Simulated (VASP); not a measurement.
# Li (C2/m) in VASP: a series of runs

The runs below take Li through single point, with PBEsol.

Program: VASP 6.6.1. These are calculated values, not measurements. Logs are shortened: lines on timing, memory, paths and dates and some standing lists are left out, and cuts for length are marked.

## 1. The cell of the first run

The structure is monoclinic, space group C2/m (No. 12). The conventional cell has a = 5.389 Å, b = 3.111 Å, c = 5.093 Å, α = 90.00°, β = 91.43°, γ = 90.00°. Li (site symmetry m) has 12 Li at 3.08 to 3.15 Å within 4.1 Å.

## 2. Single point, PBEsol (strain +0.0250 x Voigt [0, 0, 0, 1, 0, 0])

File INCAR:

```
PREC     = Accurate       # precision mode
ENCUT    = 520            # plane-wave cutoff, eV
EDIFF    = 1E-6           # SCF threshold, eV
ISMEAR   = 0              # smearing method
SIGMA    = 0.15           # smearing width, eV
LREAL    = F              # projectors in reciprocal space
LASPH    = T              # aspherical terms in the spheres
NELM     = 80             # most SCF steps
ALGO     = Fast           # electronic algorithm
ISIF     = 2              # what is computed and relaxed
LWAVE    = F              # write WAVECAR
LCHARG   = F              # write CHGCAR
GGA      = PS             # functional
NBANDS   = 10             # bands
```

File KPOINTS:

```
Automatic mesh
0
Gamma
  18 18 10
```

File POSCAR:

```
Li
1.0
    3.1110021516      0.0000000000      0.0000000000
   -1.5555010758      2.6942068945      0.0336775862
    0.0000000000      0.0636625000      5.0930000000
Li
2
Direct
    0.3333333333      0.6666666667      0.2500000000
    0.6666666667      0.3333333333      0.7500000000
```

Potentials or basis: VASP PAW PBE potentials, release 64 (Li_sv).

On the command line:

```sh
cat potpaw_PBE.64/Li_sv/POTCAR > POTCAR
mpirun -np 1 vasp_std > vasp.out
```

OUTCAR:

```text
PREC = Accurate
   ENCUT = 520
   EDIFF = 1E-6
   ISMEAR = 0
   LREAL = F
   LASPH = T
   NELM = 80
   ISIF = 2
   GGA = PS

 ion  position               nearest neighbor table
   1  0.333  0.667  0.250-
   2  0.667  0.333  0.750-

  LATTYP: Found a base centered monoclinic cell.
 ALAT       =     5.3888347424
 B/A-ratio  =     0.5773051690
 C/A-ratio  =     0.9451761129
 COS(beta)  =    -0.0249960944

  Lattice vectors:

 A1 = (  -1.5555010758,  -2.6942068945,  -0.0336775862)
 A2 = (   1.5555010758,  -2.6942068945,  -0.0336775862)
 A3 = (   0.0000000000,   0.0636625000,   5.0930000000)

Analysis of symmetry for initial positions (statically):
=====================================================================
 Subroutine PRICEL returns:
 Original cell was already a primitive cell.

 Routine SETGRP: Setting up the symmetry group for a
 base centered monoclinic supercell.

 Subroutine GETGRP returns: Found  4 space group operations
 (whereof  4 operations were pure point group operations)
 out of a pool of  4 trial point group operations.

The static configuration has the point symmetry C_2h.

Analysis of symmetry for dynamics (positions and initial velocities):
=====================================================================
 Subroutine PRICEL returns:
 Original cell was already a primitive cell.

 Routine SETGRP: Setting up the symmetry group for a
 base centered monoclinic supercell.

 Subroutine GETGRP returns: Found  4 space group operations
 (whereof  4 operations were pure point group operations)
 out of a pool of  4 trial point group operations.

The dynamic configuration has the point symmetry C_2h.

 Subroutine INISYM returns: Found  4 space group operations
 (whereof  4 operations are pure point group operations),
 and found     1 'primitive' translations

----------------------------------------------------------------------------------------

                                     Primitive cell

  volume of cell :      42.6812

  direct lattice vectors                    reciprocal lattice vectors
     3.111002152  0.000000000  0.000000000     0.321439829  0.185612374 -0.002320155
    -1.555501076  2.694206895  0.033677586     0.000000000  0.371224748 -0.004640309
     0.000000000  0.063662500  5.093000000     0.000000000 -0.002454733  0.196378613

  length of vectors
     3.111002152  3.111184432  5.093397875     0.371188497  0.371253748  0.196393954

  position of ions in fractional coordinates (direct lattice)
     0.333333333  0.666666667  0.250000000
     0.666666667  0.333333333  0.750000000

  ion indices of the primitive-cell ions
   primitive index   ion index
                 1           1
                 2           2

----------------------------------------------------------------------------------------

 KPOINTS: Automatic mesh

Automatic generation of k-mesh.
 Grid dimensions read from file:
 generate k-points for:   18   18   10

 Generating k-lattice:

  Cartesian coordinates                     Fractional coordinates (reciprocal lattice)
     0.017857768  0.010311799 -0.000128897     0.055555556 -0.000000000  0.000000000
     0.000000000  0.020623597 -0.000257795     0.000000000  0.055555556  0.000000000
     0.000000000 -0.000245473  0.019637861     0.000000000  0.000000000  0.100000000

  Length of vectors
     0.020621583  0.020625208  0.019639395

  Shift w.r.t. Gamma in fractional coordinates (k-lattice)
     0.000000000  0.000000000  0.000000000

 Subroutine IBZKPT returns following result:
 ===========================================

 Found    866 irreducible k-points:

 Following reciprocal coordinates:
            Coordinates               Weight
  0.000000  0.000000  0.000000      1.000000
  0.055556  0.000000  0.000000      4.000000
  0.111111  0.000000  0.000000      4.000000
  0.166667  0.000000  0.000000      4.000000
  0.222222 -0.000000  0.000000      4.000000
  0.277778  0.000000  0.000000      4.000000
[... 16 lines left out ...]
 -0.333333  0.055556  0.000000      4.000000
 -0.277778  0.055556  0.000000      4.000000
 [... further k-points ...]
   k-points           NKPTS =    866   k-points in BZ     NKDIM =    866   number of bands    NBANDS=     10
   number of dos      NEDOS =    301   number of ions     NIONS =      2
   total plane-waves  NPLWV =  23040
   dimension x,y,z NGX =    24 NGY =   24 NGZ =   40
   dimension x,y,z NGXF=    48 NGYF=   48 NGZF=   80
   ions per type =               2
   NGX,Y,Z   is equivalent  to a cutoff of  12.83, 12.82, 13.06 a.u.
   NGXF,Y,Z  is equivalent  to a cutoff of  25.65, 25.65, 26.11 a.u.
 SYSTEM =  unknown system
   PREC   = accura    normal or accurate (medium, high low for compatibility)
   ISTART =      0    job   : 0-new  1-cont  2-samecut
   ICHARG =      2    charge: 1-file 2-atom 10-const
   ISPIN  =      1    spin polarized calculation?
   LNONCOLLINEAR =      F non collinear calculations
   LSORBIT =      F    spin-orbit coupling
   LASPH  =      T    aspherical Exc in radial PAW
   ENCUT  =  520.0 eV  38.22 Ry    6.18 a.u.   5.78  5.78  9.47*2*pi/ulx,y,z
   NELM   =     80;   NELMIN=  2; NELMDL= -5     # of ELM steps
   EDIFF  = 0.1E-05   stopping-criterion for ELM
   LREAL  =      F    real-space projection
   EDIFFG = 0.1E-04   stopping-criterion for IOM
   NSW    =      0    number of steps for IOM
   IBRION =     -1    ionic relax: 0-MD 1-quasi-New 2-CG
   NFREE  =      0    steps in history (QN), initial steepest desc. (CG)
   ISIF   =      2    stress and relaxation
   ISYM   =      2    0-nonsym 1-usesym 2-fastsym
   POTIM  = 0.5000    time-step for ionic-motion
   TEBEG  =    0.0;   TEEND  =   0.0 temperature during run
   PSTRESS=    0.0 pullay stress
   NELECT =       6.0000    total number of electrons
   NUPDOWN=      -1.0000    fix difference up-down
   EMIN   =  10.00;   EMAX   =-10.00  energy-range for DOS
   EFERMI =   0.00;   METHOD = LEGACY
   ISMEAR =     0;   SIGMA  =   0.15  broadening in eV -4-tet -1-fermi 0-gaus
   EFERMI_NEDOS =   21; number of points for ismear=-14 and -15
   IALGO  =     68    algorithm
   IMIX   =      4    mixing-type and parameters
     AMIX     =   0.40;   BMIX     =  1.00
     AMIX_MAG =   1.60;   BMIX_MAG =  1.00
  volume/ion in A,a.u.               =      21.34       144.01
  Fermi-wavevector in a.u.,A,eV,Ry     =   0.851229  1.608589  9.858648  0.724590
  Thomas-Fermi vector in A             =   1.967329
   LORBIT       =      0    0 simple, 1 ext, 2 COOP (PROOUT), +10 PAW based schemes
   GGA     = PS    functional components
   LHFCALC =     F    Hartree Fock is set to
   AEXX    =    0.0000 exact exchange contribution
   IVDW    =     0    specifies the selected vdW correction
   LEPSILON=     F    determine dielectric tensor
   LRPA    =     F    only Hartree local field effects (RPA)
 non-spin polarized calculation
 RMM-DIIS sequential band-by-band and
 Gauss-broadening in eV      SIGMA  =   0.15
  energy-cutoff  :      520.00
  volume of cell :       42.68
 maximum number of plane-waves:      1165
   NGX = 11   NGY = 11   NGZ = 19

 number of electron       5.9999993 magnetization

 Free energy of the ion-electron system (eV)
  ---------------------------------------------------
  ext. energy  EPLUGINS =         0.00000000
  ---------------------------------------------------
  free energy    TOTEN  =        -3.93596440 eV

  energy without entropy =       -3.92506703  energy(sigma->0) =       -3.93051572

 E-fermi :   0.4877     XC(G=0):  -6.8933

 val. band max:        0.4840925607   @ k =   0.0000   0.1111   0.1000
 cond. band min:       0.4890692323   @ k =   0.5000   0.0556   0.2000
 fundamental gap:      0.0049766716
 Fermi energy:         0.4877257618

 k-point     1 :       0.0000    0.0000    0.0000
  band No.  band energies     occupation
      1     -45.5152      2.00000
      2     -45.4999      2.00000
      3      -3.0004      2.00000
      4       0.4797      1.06030
      5       3.2394      0.00000
      6      12.5497      0.00000
      7      12.5531      0.00000
      8      13.8962      0.00000
      9      13.8973      0.00000
     10      14.4319      0.00000

 k-point     2 :       0.0556    0.0000    0.0000
  band No.  band energies     occupation
      1     -45.5148      2.00000
      2     -45.4997      2.00000
      3      -2.9523      2.00000
      4       0.5424      0.60652
      5       3.2597      0.00000
      6      11.9987      0.00000
      7      12.1596      0.00000
      8      13.8818      0.00000
      9      14.1475      0.00000
     10      14.3922      0.00000

 k-point     3 :       0.1111    0.0000    0.0000
  band No.  band energies     occupation
      1     -45.5136      2.00000
      2     -45.4991      2.00000
      3      -2.8078      2.00000
      4       0.7302      0.02225
      5       3.3179      0.00000
      6      10.7868      0.00000
      7      11.4608      0.00000
      8      13.8123      0.00000
      9      14.1497      0.00000
     10      14.3822      0.00000

 k-point     4 :       0.1667    0.0000    0.0000
  band No.  band energies     occupation
      1     -45.5118      2.00000
      2     -45.4983      2.00000
      3      -2.5667      2.00000
      4       1.0429      0.00000
      5       3.4047      0.00000
      6       9.4128      0.00000
      7      10.7644      0.00000
      8      13.4197      0.00000
      9      13.7223      0.00000
     10      14.1196      0.00000
[... 222 lines left out ...]
 k-point    22 :      -0.3889    0.0556   -0.0000
  band No.  band energies     occupation
      1     -45.5030      2.00000
      2     -45.4952      2.00000
      3      -0.9367      2.00000
      4       3.0472      0.00000
      5       3.1593      0.00000
      6       6.1144      0.00000
      7       8.4156      0.00000
      8       8.8144      0.00000
      9      10.1096      0.00000
     10      12.7967      0.00000

 k-point    23 :      -0.3333    0.0556    0.0000
  band No.  band energies     occupation
      1     -45.5054      2.00000
      2     -45.4958      2.00000
      3      -1.5070      2.00000
      4       2.4117      0.00000
      5       3.4558      0.00000
      6       6.5472      0.00000
      7       8.9266      0.00000
      8      10.1905      0.00000
      9      10.9987      0.00000
     10      13.0913      0.00000

 k-point    24 :      -0.2778    0.0556    0.0000
  band No.  band energies     occupation
      1     -45.5079      2.00000
      2     -45.4967      2.00000
      3      -1.9877      2.00000
      4       1.7917      0.00000
      5       3.5327      0.00000
      6       7.4798      0.00000
      7       9.4591      0.00000
      8      11.5874      0.00000
      9      12.0964      0.00000
     10      13.4312      0.00000

 [... further k-points ...]

------------------------ aborting loop because EDIFF is reached ----------------------------------------

  FORCE on cell =-STRESS in cart. coord.  units (eV):
  Direction    XX          YY          ZZ          XY          YZ          ZX
  --------------------------------------------------------------------------------------
  -------------------------------------------------------------------------------------
  Total       -0.2054909     -0.2075420     -0.1915980      0.0000000     -0.0251367      0.0000000
  in kB       -7.7137611     -7.7907555     -7.1922466      0.0000000     -0.9435864      0.0000000
  external PRESSURE =      -7.5655877 kB  Pullay stress =       0.0000000 kB

 VOLUME and BASIS-vectors are now :
 -----------------------------------------------------------------------------
  energy-cutoff  :      520.00
  volume of cell :       42.68
      direct lattice vectors                 reciprocal lattice vectors
     3.111002152  0.000000000  0.000000000     0.321439829  0.185612374 -0.002320155
    -1.555501076  2.694206895  0.033677586     0.000000000  0.371224748 -0.004640309
     0.000000000  0.063662500  5.093000000     0.000000000 -0.002454733  0.196378613

 POSITION                                       TOTAL-FORCE (eV/Angst)
 -----------------------------------------------------------------------------------
     -0.00000      1.81205      1.29570         0.000000     -0.000772      0.000021
      1.55550      0.94582      3.83098         0.000000      0.000772     -0.000021
 -----------------------------------------------------------------------------------
    total drift:                               -0.000000      0.000000     -0.000000

  FREE ENERGIE OF THE ION-ELECTRON SYSTEM (eV)
  ---------------------------------------------------
  free  energy   TOTEN  =        -3.9359644027 eV

  energy  without entropy=       -3.9250670304  energy(sigma->0) =       -3.93051572
```

Run time: 5.8 min. Hardware: 1 thread of Intel Xeon Platinum 8488C (Sapphire Rapids), shared host; peak memory 0.36 GiB.

Results:

| Item | Value |
| --- | --- |
| Free energy | -3.9360 eV |
| Band gap on the k mesh | zero (bands 3 and 4 overlap by 4.45 eV) |

Levels at points of the mesh, in eV from the Fermi level:
| k point | band 1 | band 2 | band 3 | band 4 | band 5 | band 6 | band 7 |
| --- | --- | --- | --- | --- | --- | --- | --- |
| (0.00, 0.00, 0.00) | -46.00 | -45.99 | -3.49 | -0.01 | 2.75 | 12.06 | 12.07 |
| (0.50, 0.00, 0.00) | -45.99 | -45.98 | -0.07 | 0.99 | 4.53 | 5.65 | 6.00 |
| (0.00, 0.50, 0.00) | -45.99 | -45.98 | -0.06 | 0.99 | 4.50 | 5.63 | 6.03 |
| (0.00, 0.00, 0.50) | -46.00 | -46.00 | -2.40 | -2.40 | 7.66 | 7.67 | 12.83 |
| (0.50, 0.00, 0.50) | -45.99 | -45.98 | 0.63 | 0.73 | 3.29 | 3.41 | 9.50 |
| (0.00, 0.50, 0.50) | -45.99 | -45.98 | 0.58 | 0.78 | 3.23 | 3.47 | 9.51 |

Caveat: the cell differs from its parent crystal (strain +0.0250 x Voigt [0, 0, 0, 1, 0, 0]); the cutoff is under 1.25 times the usual one of these potentials, so pressure, stress and relaxed cells hold a basis-set (Pulay) error; the PAW data sets were made with another functional, which shifts forces and pressure a little.

## 3. Single point, PBEsol (strain +0.0150 x Voigt [0, 0, 0, 1, 0, 0])

File INCAR:

```
ALGO     = Fast           # electronic algorithm
EDIFF    = 1E-7           # SCF threshold, eV
ENCUT    = 520            # plane-wave cutoff, eV
GGA      = PS             # functional
ISIF     = 2              # what is computed and relaxed
ISMEAR   = 0              # smearing method
LASPH    = True           # aspherical terms in the spheres
LCHARG   = False          # write CHGCAR
LREAL    = False          # projectors in reciprocal space
LWAVE    = False          # write WAVECAR
NBANDS   = 10             # bands
NELM     = 100            # most SCF steps
PREC     = Accurate       # precision mode
SIGMA    = 0.15           # smearing width, eV
```

File KPOINTS:

```
k-points
0
Gamma
  18 18 10
```

File POSCAR:

```
Li
1.0
    3.1110021516      0.0000000000      0.0000000000
   -1.5555010758      2.6942068945      0.0202065517
    0.0000000000      0.0381975000      5.0930000000
Li
2
Direct
    0.3333333333      0.6666666667      0.2500000000
    0.6666666667      0.3333333333      0.7500000000
```

Potentials or basis: VASP PAW PBE potentials, release 64 (Li_sv).

On the command line:

```sh
cat potpaw_PBE.64/Li_sv/POTCAR > POTCAR
mpirun -np 1 vasp_std > vasp.out
```

Run time: 5.6 min. Hardware: 1 thread of Intel Xeon Platinum 8488C (Sapphire Rapids), shared host; peak memory 0.37 GiB.

The run converged. Its results:

```yaml
Free_energy: -3.9361 eV
Band_gap_on_the_k_mesh: zero (bands 3 and 4 overlap by 4.48 eV)
```

Levels at points of the mesh, in eV from the Fermi level:
```tsv
k point	band 1	band 2	band 3	band 4	band 5	band 6	band 7
(0.00, 0.00, 0.00)	-46.00	-45.99	-3.49	-0.01	2.75	12.06	12.06
(0.50, 0.00, 0.00)	-45.99	-45.98	-0.07	0.99	4.53	5.65	5.99
(0.00, 0.50, 0.00)	-45.99	-45.98	-0.07	0.99	4.52	5.65	6.01
(0.00, 0.00, 0.50)	-45.99	-45.99	-2.40	-2.40	7.66	7.66	12.88
(0.50, 0.00, 0.50)	-45.98	-45.98	0.65	0.71	3.31	3.38	9.50
(0.00, 0.50, 0.50)	-45.98	-45.98	0.62	0.74	3.28	3.42	9.51
```

Caveat: the cell differs from its parent crystal (strain +0.0150 x Voigt [0, 0, 0, 1, 0, 0]); the cutoff is under 1.25 times the usual one of these potentials, so pressure, stress and relaxed cells hold a basis-set (Pulay) error; the PAW data sets were made with another functional, which shifts forces and pressure a little.
